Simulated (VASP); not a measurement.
# GaP (gw) (I-4m2) in VASP: further runs, part 2 of 2

VASP 6.6.1. Earlier steps stand in the parts before.

### Step 3. Single point, PBEsol

Input file INCAR:

```
PREC = Accurate
ENCUT = 500
EDIFF = 1E-6
ISMEAR = 0
SIGMA = 0.01
LREAL = F
LASPH = T
NELM = 120
ALGO = Normal
ISIF = 2
LWAVE = F
LCHARG = F
GGA = PS
NBANDS = 16
GGA_COMPAT = F
```

Input file KPOINTS:

```
Automatic mesh
0
Gamma
  4 4 4
```

Input file POSCAR:

```
GaP
1.0
    0.0000000000      2.8198361757      2.6267801270
    2.8198361757      0.0000000000      2.6267801270
    2.8198361757      2.8198361757      0.0000000000
Ga P
1 1
Direct
    0.0000000000      0.0000000000      0.0000000000
    0.2500000000      0.2500000000      0.2500000000
```

Potentials or basis: VASP PAW PBE potentials, release 64 (Ga_d, P).

The run is started by

```console
cat potpaw_PBE.64/Ga_d/POTCAR potpaw_PBE.64/P/POTCAR > POTCAR
mpirun -np 1 vasp_std > vasp.out
```

OUTCAR:

```text
PREC = Accurate
   ENCUT = 500
   EDIFF = 1E-6
   ISMEAR = 0
   LREAL = F
   LASPH = T
   NELM = 120
   ISIF = 2
   GGA = PS

 ion  position               nearest neighbor table
   1  0.000  0.000  0.000-   2 2.39   2 2.39   2 2.39   2 2.39
   2  0.250  0.250  0.250-   1 2.39   1 2.39   1 2.39   1 2.39

  LATTYP: Found a body centered tetragonal cell.
 ALAT       =     3.9878505633
 C/A-ratio  =     1.3173914545

  Lattice vectors:

 A1 = (   0.0000000000,  -2.8198361757,  -2.6267801270)
 A2 = (   0.0000000000,   2.8198361757,  -2.6267801270)
 A3 = (   2.8198361757,   0.0000000000,   2.6267801270)

Analysis of symmetry for initial positions (statically):
=====================================================================
 Subroutine PRICEL returns:
 Original cell was already a primitive cell.

 Routine SETGRP: Setting up the symmetry group for a
 body centered tetragonal supercell.

 Subroutine GETGRP returns: Found  8 space group operations
 (whereof  8 operations were pure point group operations)
 out of a pool of 16 trial point group operations.

The static configuration has the point symmetry D_2d.

Analysis of symmetry for dynamics (positions and initial velocities):
=====================================================================
 Subroutine PRICEL returns:
 Original cell was already a primitive cell.

 Routine SETGRP: Setting up the symmetry group for a
 body centered tetragonal supercell.

 Subroutine GETGRP returns: Found  8 space group operations
 (whereof  8 operations were pure point group operations)
 out of a pool of 16 trial point group operations.

The dynamic configuration has the point symmetry D_2d.

 Subroutine INISYM returns: Found  8 space group operations
 (whereof  8 operations are pure point group operations),
 and found     1 'primitive' translations

----------------------------------------------------------------------------------------

                                     Primitive cell

  volume of cell :      41.7736

  direct lattice vectors                    reciprocal lattice vectors
     0.000000000  2.819836176  2.626780127    -0.177315265  0.177315265  0.190347108
     2.819836176  0.000000000  2.626780127     0.177315265 -0.177315265  0.190347108
     2.819836176  2.819836176  0.000000000     0.177315265  0.177315265 -0.190347108

  length of vectors
     3.853757892  3.853757892  3.987850563     0.314822852  0.314822852  0.314822852

  position of ions in fractional coordinates (direct lattice)
     0.000000000  0.000000000  0.000000000
     0.250000000  0.250000000  0.250000000

  ion indices of the primitive-cell ions
   primitive index   ion index
                 1           1
                 2           2

----------------------------------------------------------------------------------------

 KPOINTS: Automatic mesh

Automatic generation of k-mesh.
 Grid dimensions read from file:
 generate k-points for:    4    4    4

 Generating k-lattice:

  Cartesian coordinates                     Fractional coordinates (reciprocal lattice)
    -0.044328816  0.044328816  0.047586777     0.250000000  0.000000000  0.000000000
     0.044328816 -0.044328816  0.047586777     0.000000000  0.250000000  0.000000000
     0.044328816  0.044328816 -0.047586777    -0.000000000 -0.000000000  0.250000000

  Length of vectors
     0.078705713  0.078705713  0.078705713

  Shift w.r.t. Gamma in fractional coordinates (k-lattice)
     0.000000000  0.000000000  0.000000000

 Subroutine IBZKPT returns following result:
 ===========================================

 Found     13 irreducible k-points:

 Following reciprocal coordinates:
            Coordinates               Weight
  0.000000  0.000000  0.000000      1.000000
  0.250000  0.000000  0.000000      8.000000
  0.500000  0.000000  0.000000      4.000000
  0.250000  0.250000  0.000000      2.000000
  0.500000  0.250000  0.000000      8.000000
 -0.250000  0.250000  0.000000      4.000000
  0.500000  0.500000  0.000000      1.000000
  0.250000  0.000000  0.250000      4.000000
  0.500000 -0.000000  0.250000     16.000000
 -0.250000  0.000000  0.250000      8.000000
 -0.250000  0.500000  0.250000      4.000000
  0.500000  0.000000  0.500000      2.000000
 -0.250000  0.250000  0.500000      2.000000
   k-points           NKPTS =     13   k-points in BZ     NKDIM =     13   number of bands    NBANDS=     16
   number of dos      NEDOS =    301   number of ions     NIONS =      2
   total plane-waves  NPLWV =  23520
   dimension x,y,z NGX =    28 NGY =   28 NGZ =   30
   dimension x,y,z NGXF=    56 NGYF=   56 NGZF=   60
   ions per type =               1   1
   NGX,Y,Z   is equivalent  to a cutoff of  12.08, 12.08, 12.51 a.u.
   NGXF,Y,Z  is equivalent  to a cutoff of  24.16, 24.16, 25.01 a.u.
 SYSTEM =  unknown system
   PREC   = accura    normal or accurate (medium, high low for compatibility)
   ISTART =      0    job   : 0-new  1-cont  2-samecut
   ICHARG =      2    charge: 1-file 2-atom 10-const
   ISPIN  =      1    spin polarized calculation?
   LNONCOLLINEAR =      F non collinear calculations
   LSORBIT =      F    spin-orbit coupling
   LASPH  =      T    aspherical Exc in radial PAW
   ENCUT  =  500.0 eV  36.75 Ry    6.06 a.u.   7.03  7.03  7.27*2*pi/ulx,y,z
   NELM   =    120;   NELMIN=  2; NELMDL= -5     # of ELM steps
   EDIFF  = 0.1E-05   stopping-criterion for ELM
   LREAL  =      F    real-space projection
   EDIFFG = 0.1E-04   stopping-criterion for IOM
   NSW    =      0    number of steps for IOM
   IBRION =     -1    ionic relax: 0-MD 1-quasi-New 2-CG
   NFREE  =      0    steps in history (QN), initial steepest desc. (CG)
   ISIF   =      2    stress and relaxation
   ISYM   =      2    0-nonsym 1-usesym 2-fastsym
   POTIM  = 0.5000    time-step for ionic-motion
   TEBEG  =    0.0;   TEEND  =   0.0 temperature during run
   PSTRESS=    0.0 pullay stress
   NELECT =      18.0000    total number of electrons
   NUPDOWN=      -1.0000    fix difference up-down
   EMIN   =  10.00;   EMAX   =-10.00  energy-range for DOS
   EFERMI =   0.00;   METHOD = LEGACY
   ISMEAR =     0;   SIGMA  =   0.01  broadening in eV -4-tet -1-fermi 0-gaus
   EFERMI_NEDOS =   21; number of points for ismear=-14 and -15
   IALGO  =     38    algorithm
   IMIX   =      4    mixing-type and parameters
     AMIX     =   0.40;   BMIX     =  1.00
     AMIX_MAG =   1.60;   BMIX_MAG =  1.00
  volume/ion in A,a.u.               =      20.89       140.95
  Fermi-wavevector in a.u.,A,eV,Ry     =   1.236512  2.336670 20.802806  1.528963
  Thomas-Fermi vector in A             =   2.371118
   LORBIT       =      0    0 simple, 1 ext, 2 COOP (PROOUT), +10 PAW based schemes
   GGA     = PS    functional components
   LHFCALC =     F    Hartree Fock is set to
   AEXX    =    0.0000 exact exchange contribution
   IVDW    =     0    specifies the selected vdW correction
   LEPSILON=     F    determine dielectric tensor
   LRPA    =     F    only Hartree local field effects (RPA)
 non-spin polarized calculation
 Gauss-broadening in eV      SIGMA  =   0.01
  energy-cutoff  :      500.00
  volume of cell :       41.77
 maximum number of plane-waves:      1080
   NGX = 15   NGY = 15   NGZ = 15

 number of electron      18.0000009 magnetization

 Free energy of the ion-electron system (eV)
  ---------------------------------------------------
  ext. energy  EPLUGINS =         0.00000000
  ---------------------------------------------------
  free energy    TOTEN  =        -9.73091310 eV

  energy without entropy =       -9.73091310  energy(sigma->0) =       -9.73091310

 E-fermi :   4.5995     XC(G=0):  -9.8660

 val. band max:        4.5351152891   @ k =   0.0000   0.0000   0.0000
 cond. band min:       5.5642674596   @ k =   0.5000   0.5000   0.0000
 fundamental gap:      1.0291521705
 Fermi energy:         4.5995407885

 k-point     1 :       0.0000    0.0000    0.0000
  band No.  band energies     occupation
      1     -10.2502      2.00000
      2     -10.2502      2.00000
      3     -10.2297      2.00000
      4     -10.1621      2.00000
      5     -10.1490      2.00000
      6      -7.9885      2.00000
[... 8 lines left out ...]
     15      13.3837      0.00000
     16      14.5018      0.00000
[... 210 lines left out ...]
 k-point    13 :      -0.2500    0.2500    0.5000
  band No.  band energies     occupation
      1     -10.3292      2.00000
      2     -10.2096      2.00000
      3     -10.1885      2.00000
      4     -10.1577      2.00000
      5     -10.1567      2.00000
      6      -5.1050      2.00000
[... 8 lines left out ...]
     15      15.2772      0.00000
     16      16.9848      0.00000

------------------------ aborting loop because EDIFF is reached ----------------------------------------

  FORCE on cell =-STRESS in cart. coord.  units (eV):
  Direction    XX          YY          ZZ          XY          YZ          ZX
  --------------------------------------------------------------------------------------
  -------------------------------------------------------------------------------------
  Total       -1.1328508     -1.1328508      0.0766627      0.0000000      0.0000000      0.0000000
  in kB      -43.4492041    -43.4492041      2.9403122      0.0000000      0.0000000      0.0000000
  external PRESSURE =     -27.9860320 kB  Pullay stress =       0.0000000 kB

 VOLUME and BASIS-vectors are now :
 -----------------------------------------------------------------------------
  energy-cutoff  :      500.00
  volume of cell :       41.77
      direct lattice vectors                 reciprocal lattice vectors
     0.000000000  2.819836176  2.626780127    -0.177315265  0.177315265  0.190347108
     2.819836176  0.000000000  2.626780127     0.177315265 -0.177315265  0.190347108
     2.819836176  2.819836176  0.000000000     0.177315265  0.177315265 -0.190347108

 POSITION                                       TOTAL-FORCE (eV/Angst)
 -----------------------------------------------------------------------------------
      0.00000      0.00000      0.00000         0.000000      0.000000      0.000000
      1.40992      1.40992      1.31339        -0.000000     -0.000000     -0.000000
 -----------------------------------------------------------------------------------
    total drift:                                0.000002      0.000002      0.000006

  FREE ENERGIE OF THE ION-ELECTRON SYSTEM (eV)
  ---------------------------------------------------
  free  energy   TOTEN  =        -9.7309131011 eV

  energy  without entropy=       -9.7309131011  energy(sigma->0) =       -9.73091310
```

Run time: 6.7 s. Hardware: 1 thread of Intel Xeon 6975P-C (Granite Rapids), shared host; peak memory 0.15 GiB.

What came out:

| Item | Value |
| --- | --- |
| Free energy | -9.7309 eV |
| Pressure | -2.8 GPa |
| Band gap on the k mesh | 1.03 eV, indirect (least direct gap 1.21 eV) |

Levels at points of the mesh, in eV from the valence-band top:
```tsv
k point	band 7	band 8	band 9	band 10	band 11	band 12
(0.00, 0.00, 0.00)	-0.35	-0.35	0.00	1.21	3.49	3.65
(0.50, 0.00, 0.00)	-6.77	-1.59	-1.05	1.15	4.14	4.77
(0.50, 0.50, 0.00)	-6.61	-3.15	-3.15	1.03	1.05	10.02
(0.50, 0.00, 0.50)	-7.06	-2.69	-2.65	1.48	1.72	9.75
```

Caveat: the k points lie up to 0.49 Å⁻¹ apart; the PAW data sets were made with another functional, which shifts forces and pressure a little. As with any semilocal functional, this PBEsol gap is likely too small.
